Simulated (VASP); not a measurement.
# Ir (Fm-3m) in VASP: a series of runs

The runs below take Ir through relaxation of cell and atoms, with r2SCAN.

All numbers are computed with VASP 6.6.1; they aren't measurements. Logs are shortened: lines on timing, memory, paths and dates and some standing lists are left out, and cuts for length are marked.

### Step 1. The cell of the first run

It takes space group Fm-3m (No. 225, cubic). Conventional cell: a = 3.845 Å, b = 3.845 Å, c = 3.845 Å, α = 90.00°, β = 90.00°, γ = 90.00°. Ir (site symmetry m-3m) has 12 Ir at 2.72 Å within 3.6 Å.

### Step 2. Relaxation of cell and atoms, r2SCAN, target pressure 7 GPa, at which the enthalpy is minimised

File POSCAR:

```
Ir
1.0
    0.0000000000      1.9225500407      1.9225500407
    1.9225500407      0.0000000000      1.9225500407
    1.9225500407      1.9225500407      0.0000000000
Ir
1
Direct
    0.0000000000      0.0000000000      0.0000000000
```

File INCAR.step1:

```
SYSTEM = Ir
PREC = Accurate
ENCUT = 600
ISMEAR = -1
SIGMA = 0.1
LREAL = .False.
LASPH = .True.
NELM = 60
GGA = PE
ALGO = Normal
EDIFF = 1E-4
LWAVE = .True.
LCHARG = .False.
```

File INCAR.step2:

```
SYSTEM = Ir
PREC = Accurate
ENCUT = 600
EDIFF = 1E-7
ISMEAR = -1
SIGMA = 0.1
LREAL = .False.
LASPH = .True.
NELM = 60
ALGO = Normal
ISIF = 3
LWAVE = .False.
LCHARG = .False.
METAGGA = R2SCAN
LMIXTAU = .True.
IBRION = 2
NSW = 100
EDIFFG = -0.002
PSTRESS = 70.0
ISTART = 1
```

File KPOINTS:

```
regular mesh
0
Gamma
  24 24 24
  0 0 0
```

Potentials or basis: VASP PAW PBE potentials, release 64 (Ir).

Run with:

```bash
$ cat potpaw_PBE.64/Ir/POTCAR > POTCAR
$ cp INCAR.step1 INCAR
$ mpirun -np 1 vasp_std > vasp.out
$ cp INCAR.step2 INCAR
$ mpirun -np 1 vasp_std > vasp.out
```

OUTCAR:

```text
SYSTEM = Ir
   PREC = Accurate
   ENCUT = 600
   EDIFF = 1E-7
   ISMEAR = -1
   LREAL = .False.
   LASPH = .True.
   NELM = 60
   ISIF = 3
   METAGGA = R2SCAN
   IBRION = 2
   NSW = 100
   EDIFFG = -0.002
   PSTRESS = 70.0
   ISTART = 1

 ion  position               nearest neighbor table
   1  0.000  0.000  0.000-

  LATTYP: Found a face centered cubic cell.
 ALAT       =     3.8451000814

  Lattice vectors:

 A1 = (   0.0000000000,   1.9225500407,   1.9225500407)
 A2 = (   1.9225500407,   0.0000000000,   1.9225500407)
 A3 = (   1.9225500407,   1.9225500407,   0.0000000000)

Analysis of symmetry for initial positions (statically):
=====================================================================
 Subroutine PRICEL returns:
 Original cell was already a primitive cell.

 Routine SETGRP: Setting up the symmetry group for a
 face centered cubic supercell.

 Subroutine GETGRP returns: Found 48 space group operations
 (whereof 48 operations were pure point group operations)
 out of a pool of 48 trial point group operations.

The static configuration has the point symmetry O_h .

Analysis of symmetry for dynamics (positions and initial velocities):
=====================================================================
 Subroutine PRICEL returns:
 Original cell was already a primitive cell.

 Routine SETGRP: Setting up the symmetry group for a
 face centered cubic supercell.

 Subroutine GETGRP returns: Found 48 space group operations
 (whereof 48 operations were pure point group operations)
 out of a pool of 48 trial point group operations.

The dynamic configuration has the point symmetry O_h .

 Subroutine INISYM returns: Found 48 space group operations
 (whereof 48 operations are pure point group operations),
 and found     1 'primitive' translations

----------------------------------------------------------------------------------------

                                     Primitive cell

  volume of cell :      14.2123

  direct lattice vectors                    reciprocal lattice vectors
     0.000000000  1.922550041  1.922550041    -0.260071254  0.260071254  0.260071254
[... 92 lines left out ...]
   POTIM  = 0.5000    time-step for ionic-motion
   TEBEG  =    0.0;   TEEND  =   0.0 temperature during run
   PSTRESS=   70.0 pullay stress
   NELECT =       9.0000    total number of electrons
   NUPDOWN=      -1.0000    fix difference up-down
   EMIN   =  10.00;   EMAX   =-10.00  energy-range for DOS
   EFERMI =   0.00;   METHOD = LEGACY
   ISMEAR =    -1;   SIGMA  =   0.10  broadening in eV -4-tet -1-fermi 0-gaus
   EFERMI_NEDOS =   21; number of points for ismear=-14 and -15
   IALGO  =     38    algorithm
   IMIX   =      4    mixing-type and parameters
     AMIX     =   0.40;   BMIX     =  1.00
     AMIX_MAG =   1.60;   BMIX_MAG =  1.00
  volume/ion in A,a.u.               =      14.21        95.91
  Fermi-wavevector in a.u.,A,eV,Ry     =   1.405836  2.656645 26.890215  1.976375
  Thomas-Fermi vector in A             =   2.528257
   LORBIT       =      0    0 simple, 1 ext, 2 COOP (PROOUT), +10 PAW based schemes
   METAGGA = R2SCAN    functional components
   LHFCALC =     F    Hartree Fock is set to
   AEXX    =    0.0000 exact exchange contribution
   IVDW    =     0    specifies the selected vdW correction
   LEPSILON=     F    determine dielectric tensor
   LRPA    =     F    only Hartree local field effects (RPA)
 conjugate gradient relaxation of ions
 non-spin polarized calculation
  energy-cutoff  :      600.00
  volume of cell :       14.21
 maximum number of plane-waves:       495
 NGX is ok and might be reduce to    24
   NGX = 11   NGY = 11   NGZ = 11

--------------------------------------- Ionic step        1  -------------------------------------------

 number of electron       9.0000000 magnetization

 Free energy of the ion-electron system (eV)
  ---------------------------------------------------
  ext. energy  EPLUGINS =         0.00000000
  ---------------------------------------------------
  free energy    TOTEN  =       -52.38019683 eV

  energy without entropy =      -52.35072935  energy(sigma->0) =      -52.36546309

------------------------ aborting loop because EDIFF is reached ----------------------------------------

  FORCE on cell =-STRESS in cart. coord.  units (eV):
  Direction    XX          YY          ZZ          XY          YZ          ZX
  --------------------------------------------------------------------------------------
  -------------------------------------------------------------------------------------
  Total        0.2242264      0.2242264      0.2242264      0.0000000      0.0000000     -0.0000000
  in kB       25.2775122     25.2775122     25.2775122      0.0000000      0.0000000     -0.0000000
  external PRESSURE =     -44.7224878 kB  Pullay stress =      70.0000000 kB
[... 98 lines left out ...]
--------------------------------------- Ionic step        4  -------------------------------------------

 number of electron       9.0000000 magnetization

 Free energy of the ion-electron system (eV)
  ---------------------------------------------------
  ext. energy  EPLUGINS =         0.00000000
  ---------------------------------------------------
  free energy    TOTEN  =       -52.37553140 eV

  energy without entropy =      -52.34661734  energy(sigma->0) =      -52.36107437

 E-fermi :  10.2901     XC(G=0): -15.3735

 val. band max:       10.2770248115   @ k =   0.2917   0.2917   0.0000
 cond. band min:      10.2902252919   @ k =   0.4583   0.2083   0.0833
 fundamental gap:      0.0132004804
 Fermi energy:        10.2900898933

 k-point     1 :       0.0000    0.0000    0.0000
  band No.  band energies     occupation
      1      -1.3103      2.00000
      2       6.2533      2.00000
      3       6.2533      2.00000
      4       6.2533      2.00000
      5       8.9954      2.00000
      6       8.9954      2.00000
      7      25.3794      0.00000
      8      31.2859      0.00000
[... 243 lines left out ...]
 k-point    24 :       0.4583    0.0417    0.0000
  band No.  band energies     occupation
      1       1.8811      2.00000
      2       6.0663      2.00000
      3       6.2099      2.00000
      4       8.7196      2.00000
      5      11.1850      0.00026
      6      11.3225      0.00007
      7      18.7028      0.00000
      8      25.3230      0.00000

 [... further k-points ...]

------------------------ aborting loop because EDIFF is reached ----------------------------------------

  FORCE on cell =-STRESS in cart. coord.  units (eV):
  Direction    XX          YY          ZZ          XY          YZ          ZX
  --------------------------------------------------------------------------------------
  -------------------------------------------------------------------------------------
  Total        0.6155006      0.6155006      0.6155006      0.0000000      0.0000000      0.0000000
  in kB       70.1683762     70.1683762     70.1683762      0.0000000      0.0000000      0.0000000
  external PRESSURE =       0.1683762 kB  Pullay stress =      70.0000000 kB
[... 20 lines left out ...]
  energy  without entropy=      -52.3466173403  energy(sigma->0) =      -52.36107437

  enthalpy is  TOTEN    =       -51.7615077911 eV   P V=        0.6140236075

 reached required accuracy - stopping structural energy minimisation
```

OSZICAR.step1:

```text
N       E                     dE             d eps       ncg     rms          rms(c)
DAV:   1     0.478715936614E+02    0.47872E+02   -0.48870E+03  6608   0.115E+03
DAV:   2    -0.870453711813E+01   -0.56576E+02   -0.54988E+02  6624   0.216E+02
DAV:   3    -0.940841101338E+01   -0.70387E+00   -0.70194E+00  9656   0.328E+01
DAV:   4    -0.941298503863E+01   -0.45740E-02   -0.45731E-02  8496   0.190E+00
DAV:   5    -0.941301417057E+01   -0.29132E-04   -0.29131E-04  9760   0.949E-02    0.151E+01
DAV:   6    -0.895010951730E+01    0.46290E+00   -0.96204E-01  7856   0.138E+01    0.622E+00
DAV:   7    -0.886388638732E+01    0.86223E-01   -0.31227E-01  8728   0.733E+00    0.149E+00
DAV:   8    -0.886085759656E+01    0.30288E-02   -0.11157E-03  7000   0.472E-01    0.104E+00
DAV:   9    -0.885768899295E+01    0.31686E-02   -0.23396E-03  8440   0.814E-01    0.149E-02
DAV:  10    -0.885769545160E+01   -0.64587E-05   -0.48316E-06  4048   0.258E-02
   1 F= -.88576955E+01 E0= -.88421611E+01  d E =-.310687E-01
```

It took 3.7 min on 1 thread of Intel Xeon 6975P-C (Granite Rapids), shared host; peak memory 0.21 GiB.

Results:

```
Free energy                                                : -52.3755 eV
Relaxed volume                                             : 14.05 Å³/atom
Relaxed cell                                               : a = 2.709 Å, b = 2.709 Å, c = 2.709 Å, α = 60.00°, β = 60.00°, γ = 60.00°
Space group after relaxing (to 0.1 Å)                      : Fm-3m (No. 225)
Energy change on relaxing (the run minimises the enthalpy) : +4.7 meV/atom
Ionic steps                                                : 4
Pressure after relaxing                                    : 7.0 GPa
Band gap on the k mesh                                     : zero (an odd number of electrons rules out a gap without spin polarisation)
```

Step by step:
```
step  energy change (eV)  largest force (eV/Å)  pressure (GPa)  volume (Å³)
   1              0.0000                0.0000            2.53        14.21
   2              0.0741                0.0000           28.69        13.41
   3              0.0045                0.0000            6.93        14.06
   4              0.0047                0.0000            7.02        14.05
```

Final structure:
```cif
data_structure
_symmetry_space_group_name_H-M 'P 1'
_symmetry_Int_Tables_number 1
_cell_length_a 2.7088
_cell_length_b 2.7088
_cell_length_c 2.7088
_cell_angle_alpha 60.000
_cell_angle_beta 60.000
_cell_angle_gamma 60.000
_cell_volume 14.05
loop_
_atom_site_label
_atom_site_type_symbol
_atom_site_fract_x
_atom_site_fract_y
_atom_site_fract_z
_atom_site_occupancy
Ir1 Ir 0.00000 0.00000 0.00000 1
```

Caveat: the cell is relaxed towards a set pressure, so the run minimises the enthalpy, not the energy; the PAW data sets were made with another functional, which shifts forces and pressure a little; spin-orbit coupling is left out, which moves the levels of the heavy elements.

(Continued in part 2 of 2.)
